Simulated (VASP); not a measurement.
Crystal: PRu3.

```
P Ru
1.0
     5.47177    0.00000    0.00000
    -2.73589    4.73870    0.00000
     0.00000    0.00000    4.39194
P Ru
2 6
Direct
  0.33333 0.66667 0.25000
  0.66667 0.33333 0.75000
  0.83300 0.66600 0.25000
  0.16700 0.83300 0.75000
  0.33400 0.16700 0.25000
  0.16700 0.33400 0.75000
  0.83300 0.16700 0.25000
  0.66600 0.83300 0.75000
```

```yaml
Program: VASP 6.6.1
Task: relaxation of cell and atoms
Functional: PBE
Potentials_or_basis: VASP PAW PBE potentials, release 64 (P, Ru_pv)
Cutoff: 600 eV
k_mesh: 6 × 6 × 4
Occupations: gaussian, width 0.1 eV
Spin: no spin polarisation
```

At the start: pressure -14.2 GPa; volume 14.23 Å³/atom.

Problem. Where does the relaxation end?

Solution. Over 10 steps the energy falls by 79.2 meV/atom and the volume is 13.39 Å³/atom (-5.9 %); space group P6_3/mmc (No. 194, to 0.1 Å) before and after.

The path:
```tsv
step	energy change (eV)	largest force (eV/Å)	pressure (GPa)	volume (Å³)
1	0.0000	0.4393	-14.19	113.88
2	1.0141	0.7310	45.21	94.27
3	-0.4215	0.5739	1.28	106.37
4	-0.4220	0.5779	1.83	106.15
5	-0.5892	0.1582	1.50	106.27
6	-0.6237	0.1705	1.98	106.30
7	-0.6120	0.0628	-3.89	108.83
8	-0.6321	0.0727	-0.40	107.28
9	-0.6328	0.0466	0.26	107.06
10	-0.6333	0.0010	0.00	107.14
```

Final structure:
```
P Ru
1.0
     5.50472    0.00000    0.00000
    -2.75236    4.76723    0.00000
     0.00000    0.00000    4.08289
P Ru
2 6
Direct
  0.33333 0.66667 0.25000
  0.66667 0.33333 0.75000
  0.82803 0.65606 0.25000
  0.17197 0.82803 0.75000
  0.34394 0.17197 0.25000
  0.17197 0.34394 0.75000
  0.82803 0.17197 0.25000
  0.65606 0.82803 0.75000
```
